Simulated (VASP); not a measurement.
# P in VASP: further runs, part 2 of 2

VASP 6.6.1.

### Step 4. Single point, r2SCAN

POSCAR

```
P
1.0
    3.0910000000      0.0000000000      0.0000000000
   -1.5455000000      2.6768845231      0.0000000000
    0.0000000000      0.0000000000     28.0000000000
P
2
Direct
    0.3333333333      0.6666666667      0.5280892857
    0.6666666667      0.3333333333      0.4719107143
```

INCAR.step1

```
SYSTEM = P
ALGO = Normal
DIPOL = 0.5 0.5 0.500
EDIFF = 1E-4
ENCUT = 520
GGA = PE
IDIPOL = 3
ISMEAR = 0
LASPH = .TRUE.
LCHARG = .FALSE.
LDIPOL = .TRUE.
LREAL = .FALSE.
LWAVE = .TRUE.
NBANDS = 12
NELM = 100
PREC = Accurate
SIGMA = 0.02
```

INCAR.step2

```
SYSTEM = P
ALGO = Normal
DIPOL = 0.5 0.5 0.500
EDIFF = 1E-7
ENCUT = 520
IDIPOL = 3
ISIF = 2
ISMEAR = 0
ISTART = 1
LASPH = .TRUE.
LCHARG = .TRUE.
LDIPOL = .TRUE.
LELF = .TRUE.
LMIXTAU = .TRUE.
LREAL = .FALSE.
LVACPOTAV = .TRUE.
LVHAR = .TRUE.
LWAVE = .FALSE.
METAGGA = R2SCAN
NBANDS = 12
NELM = 100
PREC = Accurate
SIGMA = 0.02
```

KPOINTS

```
k-points
0
G
  9 9 1
  0 0 0
```

Potentials or basis: VASP PAW PBE potentials, release 64 (P).

Command:

```sh
$ cat potpaw_PBE.64/P/POTCAR > POTCAR
$ cp INCAR.step1 INCAR
$ mpirun -np 1 vasp_std > vasp.out
$ cp INCAR.step2 INCAR
$ mpirun -np 1 vasp_std > vasp.out
```

OUTCAR:

```text
SYSTEM = P
   EDIFF = 1E-7
   ENCUT = 520
   ISIF = 2
   ISMEAR = 0
   ISTART = 1
   LASPH = .TRUE.
   LREAL = .FALSE.
   METAGGA = R2SCAN
   NELM = 100
   PREC = Accurate

 ion  position               nearest neighbor table
   1  0.333  0.667  0.528-   2 2.38   2 2.38   2 2.38
   2  0.667  0.333  0.472-   1 2.38   1 2.38   1 2.38

  LATTYP: Found a hexagonal cell.
 ALAT       =     3.0910000000
 C/A-ratio  =     9.0585571013

  Lattice vectors:

[... 360 lines left out ...]

  FORCE on cell =-STRESS in cart. coord.  units (eV):
  Direction    XX          YY          ZZ          XY          YZ          ZX
  --------------------------------------------------------------------------------------
  -------------------------------------------------------------------------------------
  Total        1.2745684      1.2745684     -6.1702858      0.0000000      0.0000000     -0.0000000
  in kB        8.8142841      8.8142841    -42.6706434      0.0000000      0.0000000     -0.0000000
  external PRESSURE =      -8.3473584 kB  Pullay stress =       0.0000000 kB

 VOLUME and BASIS-vectors are now :
 -----------------------------------------------------------------------------
  energy-cutoff  :      520.00
  volume of cell :      231.68
      direct lattice vectors                 reciprocal lattice vectors
     3.091000000  0.000000000  0.000000000     0.323519896  0.186784299  0.000000000
    -1.545500000  2.676884523  0.000000000     0.000000000  0.373568599  0.000000000
     0.000000000  0.000000000 28.000000000     0.000000000  0.000000000  0.035714286

 POSITION                                       TOTAL-FORCE (eV/Angst)
 -----------------------------------------------------------------------------------
     -0.00000      1.78459     14.78650         0.000000     -0.000000     -3.916809
      1.54550      0.89229     13.21350        -0.000000      0.000000      3.916809
 -----------------------------------------------------------------------------------
    total drift:                                0.000000      0.000000      0.000000

  FREE ENERGIE OF THE ION-ELECTRON SYSTEM (eV)
  ---------------------------------------------------
  free  energy   TOTEN  =       -16.8528754144 eV

  energy  without entropy=      -16.8505967586  energy(sigma->0) =      -16.85173609

 vacuum level on the upper side and lower side of the slab         1.779         1.779
```

OUTCAR.step1:

```text
SYSTEM = P
   EDIFF = 1E-4
   ENCUT = 520
   GGA = PE
   ISMEAR = 0
   LASPH = .TRUE.
   LREAL = .FALSE.
   NELM = 100
   PREC = Accurate

[... 391 lines left out ...]
      1.54550      0.89229     13.21350        -0.000000     -0.000000      2.978964
 -----------------------------------------------------------------------------------
    total drift:                                0.000000     -0.000000      0.000000

  FREE ENERGIE OF THE ION-ELECTRON SYSTEM (eV)
  ---------------------------------------------------
  free  energy   TOTEN  =        -9.9165146543 eV

  energy  without entropy=       -9.9148421980  energy(sigma->0) =       -9.91567843

 vacuum level on the upper side and lower side of the slab         1.503         1.503
```

OSZICAR.step1:

```text
N       E                     dE             d eps       ncg     rms          rms(c)
DAV:   1     0.640669528503E+02    0.64067E+02   -0.29422E+03   288   0.547E+02
DAV:   2    -0.289860862772E+01   -0.66966E+02   -0.53775E+02   460   0.894E+01
DAV:   3    -0.991089184083E+01   -0.70123E+01   -0.69266E+01   372   0.390E+01
DAV:   4    -0.100849632407E+02   -0.17407E+00   -0.17391E+00   436   0.712E+00
DAV:   5    -0.100874414248E+02   -0.24782E-02   -0.24779E-02   436   0.861E-01    0.582E+00
DAV:   6    -0.993945990406E+01    0.14798E+00   -0.23452E-01   364   0.220E+00    0.304E+00
DAV:   7    -0.993037191181E+01    0.90880E-02   -0.22353E-01   416   0.213E+00    0.637E-01
DAV:   8    -0.992243462720E+01    0.79373E-02   -0.22589E-02   360   0.861E-01    0.578E-01
DAV:   9    -0.991968737174E+01    0.27473E-02   -0.31815E-03   380   0.300E-01    0.262E-01
DAV:  10    -0.991644663736E+01    0.32407E-02   -0.11888E-02   384   0.492E-01    0.562E-02
DAV:  11    -0.991647620037E+01   -0.29563E-04   -0.10919E-03   372   0.188E-01    0.155E-01
DAV:  12    -0.991651465430E+01   -0.38454E-04   -0.73597E-04   360   0.133E-01
   1 F= -.99165147E+01 E0= -.99156784E+01  d E =-.167246E-02
```

Wall time 1.8 min (1 thread of Intel Xeon 6975P-C (Granite Rapids), shared host); peak memory 0.36 GiB.

What came out:

| Quantity | Value |
| --- | --- |
| Free energy | -16.8529 eV |
| Largest force | 3.917 eV/Å |
| Band gap on the k mesh | zero (bands 5 and 6 overlap by 1.28 eV) |
| Work function of the upper face | 4.07 eV |
| Work function of the lower face | 4.07 eV |

Forces on the atoms (eV/Å):
```
P    0.000  0.000 -3.917
P    0.000  0.000  3.917
```

Caveat: the PAW data sets were made with another functional, which shifts forces and pressure a little.

### Step 5. Single point, r2SCAN

POSCAR

```
P
1.0
    3.0910000000      0.0000000000      0.0000000000
   -1.5455000000      2.6768845231      0.0000000000
    0.0000000000      0.0000000000     28.0000000000
P
2
Direct
    0.3333333333      0.6666666667      0.5046785714
    0.6666666667      0.3333333333      0.4953214286
```

INCAR.step1 is that of step 4.

INCAR.step2

```
SYSTEM = P
ALGO = Normal
DIPOL = 0.5 0.5 0.500
EDIFF = 1E-6
ENCUT = 520
IDIPOL = 3
ISIF = 2
ISMEAR = 0
ISTART = 1
LASPH = .TRUE.
LCHARG = .FALSE.
LDIPOL = .TRUE.
LMIXTAU = .TRUE.
LREAL = .FALSE.
LWAVE = .FALSE.
METAGGA = R2SCAN
NBANDS = 12
NELM = 100
PREC = Accurate
SIGMA = 0.02
```

KPOINTS is that of step 4.

Command:

```sh
$ cat potpaw_PBE.64/P/POTCAR > POTCAR
$ cp INCAR.step1 INCAR
$ mpirun -np 1 vasp_std > vasp.out
$ cp INCAR.step2 INCAR
$ mpirun -np 1 vasp_std > vasp.out
```

Wall time 81 s (1 thread of Intel Xeon 6975P-C (Granite Rapids), shared host); peak memory 0.37 GiB.

The run converged. Its results:

```yaml
Free_energy: -12.0831 eV
Largest_force: 3.847 eV/Å
Band_gap_on_the_k_mesh: zero (bands 5 and 6 overlap by 2.07 eV)
```

Forces on the atoms (eV/Å):
```
P    0.000  0.000  3.847
P    0.000  0.000 -3.847
```

Levels at points of the mesh, in eV from the Fermi level:
| k point | band 3 | band 4 | band 5 | band 6 | band 7 | band 8 |
| --- | --- | --- | --- | --- | --- | --- |
| (0.00, 0.00, 0.00) | -5.79 | -5.79 | 0.60 | 0.60 | 0.91 | 3.16 |

Caveat: the PAW data sets were made with another functional, which shifts forces and pressure a little.

### Step 6. Single point, r2SCAN

This run uses another cell than the first one.

POSCAR

```
P
1.0
    3.4700000000      0.0000000000      0.0000000000
   -1.7350000000      3.0051081511      0.0000000000
    0.0000000000      0.0000000000     28.0000000000
P
2
Direct
    0.3333333333      0.6666666667      0.5234107143
    0.6666666667      0.3333333333      0.4765892857
```

INCAR.step1

```
SYSTEM = P
PREC     = Accurate       ! precision mode
ENCUT    = 520            ! plane-wave cutoff, eV
ISMEAR   = 0              ! smearing method
SIGMA    = 0.02           ! smearing width, eV
LREAL    = .FALSE.        ! projectors in reciprocal space
LASPH    = .TRUE.         ! aspherical terms in the spheres
NELM     = 80             ! most SCF steps
LDIPOL   = .TRUE.       
IDIPOL   = 3            
DIPOL    = 0.5 0.5 0.500
NBANDS   = 12             ! bands
GGA      = PE             ! functional
ALGO     = Normal         ! electronic algorithm
EDIFF    = 1E-4           ! SCF threshold, eV
LWAVE    = .TRUE.         ! write WAVECAR
LCHARG   = .FALSE.        ! write CHGCAR
```

INCAR.step2

```
SYSTEM = P
PREC     = Accurate       ! precision mode
ENCUT    = 520            ! plane-wave cutoff, eV
EDIFF    = 1E-6           ! SCF threshold, eV
ISMEAR   = 0              ! smearing method
SIGMA    = 0.02           ! smearing width, eV
LREAL    = .FALSE.        ! projectors in reciprocal space
LASPH    = .TRUE.         ! aspherical terms in the spheres
NELM     = 80             ! most SCF steps
ALGO     = Normal         ! electronic algorithm
ISIF     = 2              ! what is computed and relaxed
LWAVE    = .FALSE.        ! write WAVECAR
LCHARG   = .FALSE.        ! write CHGCAR
LDIPOL   = .TRUE.       
IDIPOL   = 3            
DIPOL    = 0.5 0.5 0.500
METAGGA  = R2SCAN         ! meta-GGA
LMIXTAU  = .TRUE.       
NBANDS   = 12             ! bands
ISTART   = 1
```

KPOINTS

```
Automatic mesh
0
G
  9 9 1
  0 0 0
```

Potentials or basis: VASP PAW PBE potentials, release 64 (P).

Command:

```sh
$ cat potpaw_PBE.64/P/POTCAR > POTCAR
$ cp INCAR.step1 INCAR
$ mpirun -np 1 vasp_std > vasp.out
$ cp INCAR.step2 INCAR
$ mpirun -np 1 vasp_std > vasp.out
```

Wall time 9.4 min (1 thread of Intel Xeon 8259CL, shared host); peak memory 0.42 GiB.

The run converged. Its results:

```yaml
Free_energy: -17.5508 eV
Largest_force: 1.773 eV/Å
Band_gap_on_the_k_mesh: 2.21 eV (least direct gap 2.54 eV)
```

Forces on the atoms (eV/Å):
```
P    0.000  0.000 -1.773
P    0.000  0.000  1.773
```

Levels at points of the mesh, in eV from the valence-band top:
```tsv
k point	band 1	band 2	band 3	band 4	band 5	band 6	band 7	band 8	band 9	band 10
(0.00, 0.00, 0.00)	-13.47	-6.35	-0.17	-0.12	-0.12	3.16	3.79	3.79	6.12	6.34
```

Caveat: the PAW data sets were made with another functional, which shifts forces and pressure a little.

### Step 7. Overview

```tsv
cell	gap on the mesh (eV)	largest force (eV/Å)
a = 3.091, b = 3.091, c = 28.000 Å, angles 90.0, 90.0, 120.0°, 2 atoms, atomic positions A	none	6.71
a = 3.091, b = 3.091, c = 28.000 Å, angles 90.0, 90.0, 120.0°, 2 atoms, atomic positions B	1.34	4.40
a = 3.091, b = 3.091, c = 28.000 Å, angles 90.0, 90.0, 120.0°, 2 atoms, atomic positions C	none	3.92
a = 3.091, b = 3.091, c = 28.000 Å, angles 90.0, 90.0, 120.0°, 2 atoms, atomic positions D	none	3.85
a = 3.470, b = 3.470, c = 28.000 Å, angles 90.0, 90.0, 120.0°, 2 atoms, atomic positions E	2.21	1.77
```

Alike in all rows: task single point; level r2SCAN; potentials or basis VASP PAW PBE potentials, release 64 (P); no spin polarisation; k mesh 9 × 9 × 1; cutoff (eV) 520; smearing gaussian 0.02 eV.

Caveats: the PAW data sets were made with another functional, which shifts forces and pressure a little.

Total energies depend on the potentials used, so only differences within one code and one set of settings carry meaning.
